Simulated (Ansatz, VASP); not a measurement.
NaI: VASP beside Ansatz

File INCAR:

```
PREC = Accurate
ENCUT = 600
EDIFF = 1E-7
ISMEAR = 0
SIGMA = 0.01
LREAL = F
LASPH = T
NELM = 100
ALGO = Normal
ISIF = 3
LWAVE = F
LCHARG = F
GGA = RE
IVDW = 12
IBRION = 2
NSW = 80
EDIFFG = -0.1
```

Contents of KPOINTS:

```
regular mesh
0
Gamma
  3 3 3
```

File POSCAR:

```
NaI
1.0
    0.0000000000      3.2364000000      3.2364000000
    3.2364000000      0.0000000000      3.2364000000
    3.2364000000      3.2364000000      0.0000000000
Na I
1 1
Direct
    0.0000000000      0.0000000000      0.0000000000
    0.5000000000      0.5000000000      0.5000000000
```

Input for Ansatz:

```yaml
crystal:
  lattice:
    - [0.0, 3.2364, 3.2364]
    - [3.2364, 0.0, 3.2364]
    - [3.2364, 3.2364, 0.0]
  atoms:
    - { symbol: Na, position: [0.0, 0.0, 0.0] }
    - { symbol: I, position: [0.5, 0.5, 0.5] }
kpoints:
  mp_grid:
    grid: [3, 3, 3]
hamiltonian:
  xc: revpbe
  dispersion: d3bj
scf:
  occupations:
    method: fixed
  eigensolver:
    kind: auto
relax:
  f_tol: 0.1
  cell: {}
```

Alike in both runs: task relaxation of cell and atoms; functional revPBE; dispersion D3(BJ); k mesh 3 × 3 × 3; no spin polarisation.

```csv
,VASP,Ansatz
version,VASP 6.6.1,Ansatz 0.2.0
potentials or method,"VASP PAW PBE potentials, release 64 (Na_pv, I)","plane waves, PAW"
plane-wave cutoff (eV),600,420
occupations,"gaussian, width 0.01 eV",fixed
valence electrons in the cell,14,26
```

```tsv
	VASP	Ansatz	Ansatz less VASP
relaxed volume (Å³/atom)	33.18	32.44	-0.738
relaxed cell length with the largest relative difference (Å)	4.544	4.510	-0.0339
```

VASP's potentials were made for PBE, not for revPBE. VASP's potentials hold 14 valence electrons a cell and Ansatz's 26, so a difference there can come from the potentials and not from the codes.

The k mesh is coarse, so the values compare programs but aren't converged. Neither program's run includes spin-orbit coupling.
